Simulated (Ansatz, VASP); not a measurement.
## Pd in VASP and in Ansatz

The input INCAR:

```
  PREC = Accurate
  ENCUT = 520
  EDIFF = 1E-7
  ISMEAR = -1
  SIGMA = 0.05
  LREAL = False
  LASPH = True
  NELM = 150
  ALGO = Normal
  ISIF = 2
  LWAVE = False
  LCHARG = False
  ISPIN = 2
  MAGMOM = 0.5
  LORBIT = 11
  LMAXMIX = 4
  GGA = PS
  NBANDS = 15
```

Contents of KPOINTS:

```
Automatic mesh
0
Gamma
  20 20 20
```

The input POSCAR:

```
Pd
1.0
    2.5662104845      0.0000000000      0.0000000000
    0.0000000000      2.5662104845      0.0000000000
    0.0000000000      0.0000000000      2.5662104845
Pd
1
Direct
    0.0000000000      0.0000000000      0.0000000000
```

Input for Ansatz:

```yaml
crystal:
  lattice:
    - [2.5662104845, 0.0, 0.0]
    - [0.0, 2.5662104845, 0.0]
    - [0.0, 0.0, 2.5662104845]
  atoms:
    - { symbol: Pd, position: [0.0, 0.0, 0.0], spin: 0.5 }
hamiltonian:
  xc: pbesol
  pseudopotentials:
    kind: paw
    azcp:
      Pd: "pseudopotentials/Pd.paw.azcp"
basis:
  ecutwfc: 420
  fft_grid_basis: typed
kpoints:
  mp_grid: { grid: [20, 20, 20], shift: [0, 0, 0] }
magnetization:
  spin_polarized: true
scf:
  occupations: { method: fermi_dirac, width: 0.05 }
output:
  write_density: true
  write_potential: true
  elf: true
  volumetric_format: npy
```

Alike in both runs: task single point; functional PBEsol; k mesh 20 × 20 × 20; occupations fermi-dirac, width 0.05 eV; collinear spin.

|  | VASP | Ansatz |
| --- | --- | --- |
| version | VASP 6.6.1 | Ansatz 0.2.0 |
| potentials or method | VASP PAW PBE potentials, release 64 (Pd), cutoff 520 eV | plane waves (420 eV) with PAW, scalar-relativistic |
| valence electrons in the cell | 10 | 18 |

```tsv
	VASP	Ansatz	Ansatz less VASP
net moment per atom (μB)	0.00	0.00	0.000
```

VASP's potentials were made for PBE, not for PBEsol, and Ansatz warns of the same on its side. VASP's potentials hold 10 valence electrons a cell and Ansatz's 18, so a difference there can come from the potentials and not from the codes. Ansatz's warnings: seeded moment not kept.
